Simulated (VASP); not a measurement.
# Ni (P6/mmm) in VASP: notebook

Ni is run at these levels: BLYP; tasks: single point.

Everything below comes from runs of VASP 6.6.1. Logs are shortened: lines on timing, memory, paths and dates and some standing lists are left out, and cuts for length are marked.

## Step 1: The cell of the first run

The structure is hexagonal, space group P6/mmm (No. 191). The conventional cell has a = 4.061 Å, b = 4.061 Å, c = 2.443 Å, α = 90.00°, β = 90.00°, γ = 120.00°. Ni (site symmetry 6/mmm) has 14 Ni at 2.44 to 2.64 Å within 3.2 Å. Ni (site symmetry -6m2) has 11 Ni at 2.34 to 2.64 Å within 3.1 Å.

## Step 2: Single point, BLYP

INCAR reads:

```
  PREC = Accurate
  ENCUT = 520
  EDIFF = 1E-6
  ISMEAR = -1
  SIGMA = 0.1
  LREAL = False
  LASPH = True
  NELM = 60
  ALGO = Normal
  ISIF = 2
  LWAVE = False
  LCHARG = False
  GGA = B5
  ALDAX = 1.0
  AGGAX = 1.0
  AGGAC = 1.0
  ALDAC = 0.0
  NBANDS = 22
```

KPOINTS reads:

```
regular mesh
0
Gamma
  9 9 13
```

POSCAR reads:

```
Ni
1.0
    4.0614723386      0.0000000000      0.0000000000
   -2.0307361693      3.5173382220      0.0000000000
    0.0000000000      0.0000000000      2.4434328329
Ni
3
Direct
    0.0000000000      1.0000000000      1.0000000000
    0.3333333333      0.6666666667      0.5000000000
    0.6666666667      0.3333333333      0.5000000000
```

Potentials or basis: VASP PAW PBE potentials, release 64 (Ni).

The run is started by

```console
$ cat potpaw_PBE.64/Ni/POTCAR > POTCAR
$ mpirun -np 1 vasp_std > vasp.out
```

OUTCAR:

```text
PREC = Accurate
   ENCUT = 520
   EDIFF = 1E-6
   ISMEAR = -1
   LREAL = False
   LASPH = True
   NELM = 60
   ISIF = 2
   GGA = B5

 ion  position               nearest neighbor table
   1  0.000  0.000  0.000-   2 2.64   3 2.64   2 2.64   3 2.64   3 2.64   3 2.64   2 2.64   2 2.64
                             3 2.64   3 2.64   2 2.64   2 2.64
   2  0.333  0.667  0.500-   3 2.34   3 2.34   3 2.34   1 2.64   1 2.64   1 2.64   1 2.64   1 2.64
                             1 2.64
   3  0.667  0.333  0.500-   2 2.34   2 2.34   2 2.34   1 2.64   1 2.64   1 2.64   1 2.64   1 2.64
                             1 2.64

  LATTYP: Found a hexagonal cell.
 ALAT       =     4.0614723386
 C/A-ratio  =     0.6016125752

  Lattice vectors:

 A1 = (   4.0614723386,   0.0000000000,   0.0000000000)
 A2 = (  -2.0307361693,   3.5173382220,   0.0000000000)
 A3 = (   0.0000000000,   0.0000000000,   2.4434328329)

Analysis of symmetry for initial positions (statically):
=====================================================================
 Subroutine PRICEL returns:
 Original cell was already a primitive cell.

 Routine SETGRP: Setting up the symmetry group for a
 hexagonal supercell.

 Subroutine GETGRP returns: Found 24 space group operations
 (whereof 24 operations were pure point group operations)
 out of a pool of 24 trial point group operations.

The static configuration has the point symmetry D_6h.

Analysis of symmetry for dynamics (positions and initial velocities):
=====================================================================
 Subroutine PRICEL returns:
 Original cell was already a primitive cell.

 Routine SETGRP: Setting up the symmetry group for a
 hexagonal supercell.

 Subroutine GETGRP returns: Found 24 space group operations
 (whereof 24 operations were pure point group operations)
 out of a pool of 24 trial point group operations.

The dynamic configuration has the point symmetry D_6h.

 Subroutine INISYM returns: Found 24 space group operations
 (whereof 24 operations are pure point group operations),
 and found     1 'primitive' translations

----------------------------------------------------------------------------------------

                                     Primitive cell

  volume of cell :      34.9058

  direct lattice vectors                    reciprocal lattice vectors
     4.061472339  0.000000000  0.000000000     0.246216130  0.142152949  0.000000000
    -2.030736169  3.517338222  0.000000000     0.000000000  0.284305897  0.000000000
     0.000000000  0.000000000  2.443432833     0.000000000  0.000000000  0.409260278

  length of vectors
     4.061472339  4.061472339  2.443432833     0.284305897  0.284305897  0.409260278

  position of ions in fractional coordinates (direct lattice)
     0.000000000  0.000000000  0.000000000
     0.333333333  0.666666667  0.500000000
     0.666666667  0.333333333  0.500000000

  ion indices of the primitive-cell ions
   primitive index   ion index
                 1           1
                 2           2
                 3           3

----------------------------------------------------------------------------------------

 KPOINTS: regular mesh

Automatic generation of k-mesh.
 Grid dimensions read from file:
 generate k-points for:    9    9   13

 Generating k-lattice:

  Cartesian coordinates                     Fractional coordinates (reciprocal lattice)
     0.027357348  0.015794772  0.000000000     0.111111111  0.000000000  0.000000000
     0.000000000  0.031589544  0.000000000     0.000000000  0.111111111  0.000000000
     0.000000000  0.000000000  0.031481560     0.000000000  0.000000000  0.076923077

  Length of vectors
     0.031589544  0.031589544  0.031481560

  Shift w.r.t. Gamma in fractional coordinates (k-lattice)
     0.000000000  0.000000000  0.000000000

 Subroutine IBZKPT returns following result:
 ===========================================

 Found     84 irreducible k-points:

 Following reciprocal coordinates:
            Coordinates               Weight
  0.000000  0.000000  0.000000      1.000000
  0.111111 -0.000000  0.000000      6.000000
  0.222222 -0.000000  0.000000      6.000000
  0.333333  0.000000  0.000000      6.000000
  0.444444 -0.000000  0.000000      6.000000
  0.111111  0.111111  0.000000      6.000000
[... 16 lines left out ...]
  0.333333  0.222222  0.076923     24.000000
  0.333333  0.333333  0.076923      4.000000
 [... further k-points ...]
   k-points           NKPTS =     84   k-points in BZ     NKDIM =     84   number of bands    NBANDS=     22
   number of dos      NEDOS =    301   number of ions     NIONS =      3
   total plane-waves  NPLWV =  16200
   dimension x,y,z NGX =    30 NGY =   30 NGZ =   18
   dimension x,y,z NGXF=    60 NGYF=   60 NGZF=   36
   ions per type =               3
   NGX,Y,Z   is equivalent  to a cutoff of  12.28, 12.28, 12.25 a.u.
   NGXF,Y,Z  is equivalent  to a cutoff of  24.56, 24.56, 24.49 a.u.
 SYSTEM =  unknown system
   PREC   = accura    normal or accurate (medium, high low for compatibility)
   ISTART =      0    job   : 0-new  1-cont  2-samecut
   ICHARG =      2    charge: 1-file 2-atom 10-const
   ISPIN  =      1    spin polarized calculation?
   LNONCOLLINEAR =      F non collinear calculations
   LSORBIT =      F    spin-orbit coupling
   LASPH  =      T    aspherical Exc in radial PAW
   ENCUT  =  520.0 eV  38.22 Ry    6.18 a.u.   7.55  7.55  4.54*2*pi/ulx,y,z
   NELM   =     60;   NELMIN=  2; NELMDL= -5     # of ELM steps
   EDIFF  = 0.1E-05   stopping-criterion for ELM
   LREAL  =      F    real-space projection
   EDIFFG = 0.1E-04   stopping-criterion for IOM
   NSW    =      0    number of steps for IOM
   IBRION =     -1    ionic relax: 0-MD 1-quasi-New 2-CG
   NFREE  =      0    steps in history (QN), initial steepest desc. (CG)
   ISIF   =      2    stress and relaxation
   ISYM   =      2    0-nonsym 1-usesym 2-fastsym
   POTIM  = 0.5000    time-step for ionic-motion
   TEBEG  =    0.0;   TEEND  =   0.0 temperature during run
   PSTRESS=    0.0 pullay stress
   NELECT =      30.0000    total number of electrons
   NUPDOWN=      -1.0000    fix difference up-down
   EMIN   =  10.00;   EMAX   =-10.00  energy-range for DOS
   EFERMI =   0.00;   METHOD = LEGACY
   ISMEAR =    -1;   SIGMA  =   0.10  broadening in eV -4-tet -1-fermi 0-gaus
   EFERMI_NEDOS =   21; number of points for ismear=-14 and -15
   IALGO  =     38    algorithm
   IMIX   =      4    mixing-type and parameters
     AMIX     =   0.40;   BMIX     =  1.00
     AMIX_MAG =   1.60;   BMIX_MAG =  1.00
  volume/ion in A,a.u.               =      11.64        78.52
  Fermi-wavevector in a.u.,A,eV,Ry     =   1.556500  2.941359 32.962746  2.422693
  Thomas-Fermi vector in A             =   2.660287
   LORBIT       =      0    0 simple, 1 ext, 2 COOP (PROOUT), +10 PAW based schemes
   GGA     = B5    functional components
   LHFCALC =     F    Hartree Fock is set to
   AEXX    =    0.0000 exact exchange contribution
   IVDW    =     0    specifies the selected vdW correction
   LEPSILON=     F    determine dielectric tensor
   LRPA    =     F    only Hartree local field effects (RPA)
 non-spin polarized calculation
  energy-cutoff  :      520.00
  volume of cell :       34.91
 maximum number of plane-waves:       954
 NGX is ok and might be reduce to    30
   NGX = 15   NGY = 15   NGZ =  9

 number of electron      29.9999991 magnetization

 Free energy of the ion-electron system (eV)
  ---------------------------------------------------
  ext. energy  EPLUGINS =         0.00000000
  ---------------------------------------------------
  free energy    TOTEN  =       -13.54004336 eV

  energy without entropy =      -13.27167857  energy(sigma->0) =      -13.40586096

 E-fermi :   8.7577     XC(G=0): -12.2664

 val. band max:        8.7565557663   @ k =   0.3333   0.3333   0.4615
 cond. band min:       8.7579707113   @ k =   0.4444   0.1111   0.2308
 fundamental gap:      0.0014149450
 Fermi energy:         8.7576774289

 k-point     1 :       0.0000    0.0000    0.0000
  band No.  band energies     occupation
      1       0.5051      2.00000
      2       5.2628      2.00000
      3       6.3222      2.00000
      4       6.3222      2.00000
      5       6.3456      2.00000
      6       6.3456      2.00000
[... 14 lines left out ...]
     21      16.7235      0.00000
     22      16.8677      0.00000

 k-point     2 :       0.1111   -0.0000    0.0000
  band No.  band energies     occupation
      1       0.6659      2.00000
      2       5.2672      2.00000
      3       5.9460      2.00000
      4       6.1517      2.00000
      5       6.2426      2.00000
      6       6.5712      2.00000
[... 14 lines left out ...]
     21      17.5548      0.00000
     22      18.3604      0.00000

 k-point     3 :       0.2222   -0.0000    0.0000
  band No.  band energies     occupation
      1       1.1397      2.00000
      2       5.1709      2.00000
      3       5.5710      2.00000
      4       5.9681      2.00000
      5       6.0971      2.00000
      6       6.5729      2.00000
[... 14 lines left out ...]
     21      19.0285      0.00000
     22      21.1485      0.00000

 k-point     4 :       0.3333    0.0000    0.0000
  band No.  band energies     occupation
      1       1.8974      2.00000
      2       4.8209      2.00000
      3       5.0677      2.00000
      4       5.9211      2.00000
      5       6.1382      2.00000
      6       6.4607      2.00000
[... 14 lines left out ...]
     21      20.9702      0.00000
     22      24.1370      0.00000

 k-point     5 :       0.4444   -0.0000    0.0000
  band No.  band energies     occupation
      1       2.8766      2.00000
      2       3.9541      2.00000
      3       4.7813      2.00000
      4       6.0857      2.00000
      5       6.2123      2.00000
      6       6.2858      2.00000
[... 417 lines left out ...]
 k-point    22 :       0.2222    0.2222    0.0769
  band No.  band energies     occupation
      1       2.4628      2.00000
      2       4.7323      2.00000
      3       4.9662      2.00000
      4       6.0095      2.00000
      5       6.3485      2.00000
      6       6.6069      2.00000
[... 14 lines left out ...]
     21      24.7744      0.00000
     22      24.8419      0.00000

 k-point    23 :       0.3333    0.2222    0.0769
  band No.  band energies     occupation
      1       3.3442      2.00000
      2       4.2101      2.00000
      3       4.6466      2.00000
      4       6.1941      2.00000
      5       6.3136      2.00000
      6       6.4822      2.00000
[... 14 lines left out ...]
     21      22.5338      0.00000
     22      26.7623      0.00000

 k-point    24 :       0.3333    0.3333    0.0769
  band No.  band energies     occupation
      1       3.9454      2.00000
      2       4.1776      2.00000
      3       4.1776      2.00000
      4       6.2951      2.00000
      5       6.2951      2.00000
      6       6.5007      2.00000
[... 14 lines left out ...]
     21      19.9263      0.00000
     22      28.1035      0.00000

 [... further k-points ...]

------------------------ aborting loop because EDIFF is reached ----------------------------------------

  FORCE on cell =-STRESS in cart. coord.  units (eV):
  Direction    XX          YY          ZZ          XY          YZ          ZX
  --------------------------------------------------------------------------------------
  -------------------------------------------------------------------------------------
  Total        0.0497486      0.0497486      0.0369841      0.0000000     -0.0000000      0.0000000
  in kB        2.2834610      2.2834610      1.6975719      0.0000000     -0.0000000      0.0000000
  external PRESSURE =       2.0881646 kB  Pullay stress =       0.0000000 kB

 VOLUME and BASIS-vectors are now :
 -----------------------------------------------------------------------------
  energy-cutoff  :      520.00
  volume of cell :       34.91
      direct lattice vectors                 reciprocal lattice vectors
     4.061472339  0.000000000  0.000000000     0.246216130  0.142152949  0.000000000
    -2.030736169  3.517338222  0.000000000     0.000000000  0.284305897  0.000000000
     0.000000000  0.000000000  2.443432833     0.000000000  0.000000000  0.409260278

 POSITION                                       TOTAL-FORCE (eV/Angst)
 -----------------------------------------------------------------------------------
      0.00000      0.00000      0.00000         0.000000      0.000000      0.000000
     -0.00000      2.34489      1.22172         0.000000     -0.000000      0.000000
      2.03074      1.17245      1.22172        -0.000000      0.000000      0.000000
 -----------------------------------------------------------------------------------
    total drift:                                0.000000     -0.000000      0.000000

  FREE ENERGIE OF THE ION-ELECTRON SYSTEM (eV)
  ---------------------------------------------------
  free  energy   TOTEN  =       -13.5400433581 eV

  energy  without entropy=      -13.2716785691  energy(sigma->0) =      -13.40586096
```

Wall time 35 s (1 thread of Intel Xeon 6975P-C (Granite Rapids), shared host); peak memory 0.17 GiB.

What came out:

- Free energy: -13.5400 eV
- Pressure: 0.2 GPa
- Band gap on the k mesh: zero (band 15 reaches 9.11 eV, above the bottom of band 16 at 8.59 eV)

Levels at points of the mesh, in eV from the Fermi level:
| k point | band 12 | band 13 | band 14 | band 15 | band 16 | band 17 | band 18 | band 19 | band 20 | band 21 |
| --- | --- | --- | --- | --- | --- | --- | --- | --- | --- | --- |
| (0.00, 0.00, 0.00) | -0.98 | -0.91 | -0.91 | 0.04 | 0.04 | 6.20 | 6.20 | 6.23 | 6.23 | 7.97 |

Caveat: the PAW data sets were made with another functional, which shifts forces and pressure a little; the run has no spin polarisation, though such a crystal can be magnetic. Spin polarisation is off, so any magnetic state and its effect on volume and gap are missing.

## Step 3: Single point, BLYP (volume scaled by 0.88)

INCAR reads:

```
  AGGAC = 1.0
  AGGAX = 1.0
  ALDAC = 0.0
  ALDAX = 1.0
  ALGO = Normal
  EDIFF = 1E-7
  ENCUT = 520
  GGA = B5
  ISIF = 2
  ISMEAR = -1
  LASPH = T
  LCHARG = F
  LREAL = F
  LWAVE = F
  NBANDS = 22
  NELM = 100
  PREC = Accurate
  SIGMA = 0.1
```

KPOINTS reads:

```
k-points
0
Gamma
  10 10 14
```

POSCAR reads:

```
Ni
1.0
    3.8920438424      0.0000000000      0.0000000000
   -1.9460219212      3.3706088402      0.0000000000
    0.0000000000      0.0000000000      2.3415025190
Ni
3
Direct
    0.0000000000      1.0000000000      1.0000000000
    0.3333333333      0.6666666667      0.5000000000
    0.6666666667      0.3333333333      0.5000000000
```

Potentials or basis: VASP PAW PBE potentials, release 64 (Ni).

The run is started by

```console
$ cat potpaw_PBE.64/Ni/POTCAR > POTCAR
$ mpirun -np 1 vasp_std > vasp.out
```

OUTCAR:

```text
EDIFF = 1E-7
   ENCUT = 520
   GGA = B5
   ISIF = 2
   ISMEAR = -1
   LASPH = T
   LREAL = F
   NELM = 100
   PREC = Accurate

 ion  position               nearest neighbor table
   1  0.000  0.000  0.000-   2 2.53   3 2.53   2 2.53   3 2.53   3 2.53   3 2.53   2 2.53   2 2.53
                             3 2.53   3 2.53   2 2.53   2 2.53
   2  0.333  0.667  0.500-   3 2.25   3 2.25   3 2.25   1 2.53   1 2.53   1 2.53   1 2.53   1 2.53
                             1 2.53
[... 801 lines left out ...]
  Direction    XX          YY          ZZ          XY          YZ          ZX
  --------------------------------------------------------------------------------------
  -------------------------------------------------------------------------------------
  Total        5.5297401      5.5297401      5.3215284     -0.0000000      0.0000000      0.0000000
  in kB      288.4261231    288.4261231    277.5659943     -0.0000000      0.0000000      0.0000000
  external PRESSURE =     284.8060802 kB  Pullay stress =       0.0000000 kB

 VOLUME and BASIS-vectors are now :
 -----------------------------------------------------------------------------
  energy-cutoff  :      520.00
  volume of cell :       30.72
      direct lattice vectors                 reciprocal lattice vectors
     3.892043842  0.000000000  0.000000000     0.256934413  0.148341153  0.000000000
    -1.946021921  3.370608840  0.000000000     0.000000000  0.296682305  0.000000000
     0.000000000  0.000000000  2.341502519     0.000000000  0.000000000  0.427076201

 POSITION                                       TOTAL-FORCE (eV/Angst)
 -----------------------------------------------------------------------------------
      0.00000      0.00000      0.00000        -0.000000      0.000000      0.000000
     -0.00000      2.24707      1.17075         0.000000     -0.000000      0.000000
      1.94602      1.12354      1.17075        -0.000000      0.000000      0.000000
 -----------------------------------------------------------------------------------
    total drift:                               -0.000000      0.000000      0.000000

  FREE ENERGIE OF THE ION-ELECTRON SYSTEM (eV)
  ---------------------------------------------------
  free  energy   TOTEN  =       -13.2119587752 eV

  energy  without entropy=      -12.9755936319  energy(sigma->0) =      -13.09377620
```

OSZICAR:

```text
N       E                     dE             d eps       ncg     rms          rms(c)
DAV:   1     0.173758748788E+03    0.17376E+03   -0.13722E+04  5136   0.198E+03
DAV:   2    -0.774901704146E+01   -0.18151E+03   -0.17172E+03  4958   0.323E+02
DAV:   3    -0.156794677477E+02   -0.79305E+01   -0.76297E+01  5384   0.936E+01
DAV:   4    -0.157888327225E+02   -0.10936E+00   -0.10930E+00  6210   0.996E+00
DAV:   5    -0.157921783879E+02   -0.33457E-02   -0.33455E-02  5880   0.156E+00    0.167E+01
DAV:   6    -0.140436105696E+02    0.17486E+01   -0.17687E+01  5504   0.734E+01    0.973E+00
DAV:   7    -0.153029709868E+02   -0.12594E+01   -0.15546E+01  5746   0.815E+01    0.194E+01
DAV:   8    -0.132451780550E+02    0.20578E+01   -0.65895E+00  5798   0.484E+01    0.288E+00
DAV:   9    -0.132186253123E+02    0.26553E-01   -0.22166E-01  5402   0.568E+00    0.108E+00
DAV:  10    -0.132119756123E+02    0.66497E-02   -0.14842E-02  6606   0.177E+00    0.194E-01
DAV:  11    -0.132119367497E+02    0.38863E-04   -0.14028E-03  5982   0.655E-01    0.826E-02
DAV:  12    -0.132119616171E+02   -0.24867E-04   -0.14640E-04  6724   0.202E-01    0.171E-02
DAV:  13    -0.132119607301E+02    0.88693E-06   -0.11273E-05  5508   0.456E-02    0.890E-03
DAV:  14    -0.132119591842E+02    0.15460E-05   -0.17033E-06  6890   0.194E-02    0.363E-03
DAV:  15    -0.132119588186E+02    0.36559E-06   -0.32879E-07  4212   0.103E-02    0.648E-04
DAV:  16    -0.132119587752E+02    0.43337E-07   -0.34208E-08  2956   0.203E-03
   1 F= -.13211959E+02 E0= -.13093776E+02  d E =-.236365E+00
```

Run time: 49 s. Hardware: 1 thread of Intel Xeon 6975P-C (Granite Rapids), shared host; peak memory 0.17 GiB.

What came out:

- Free energy: -13.2120 eV
- Pressure: 28.5 GPa
- Band gap on the k mesh: zero (band 15 reaches 11.10 eV, above the bottom of band 16 at 10.39 eV)

Levels at points of the mesh, in eV from the Fermi level:
| k point | band 13 | band 14 | band 15 | band 16 | band 17 | band 18 |
| --- | --- | --- | --- | --- | --- | --- |
| (0.00, 0.00, 0.00) | -1.09 | -1.09 | 0.07 | 0.07 | 6.78 | 6.78 |
| (0.50, 0.00, 0.00) | -0.27 | -0.26 | -0.21 | -0.12 | 0.12 | 0.33 |
| (0.00, 0.00, 0.50) | -0.14 | -0.14 | 0.50 | 1.56 | 2.37 | 10.44 |
| (0.50, 0.00, 0.50) | -0.27 | 0.03 | 0.29 | 2.17 | 2.40 | 5.81 |

Caveat: the PAW data sets were made with another functional, which shifts forces and pressure a little; the run has no spin polarisation, though such a crystal can be magnetic. Spin polarisation is off, so any magnetic state and its effect on volume and gap are missing.
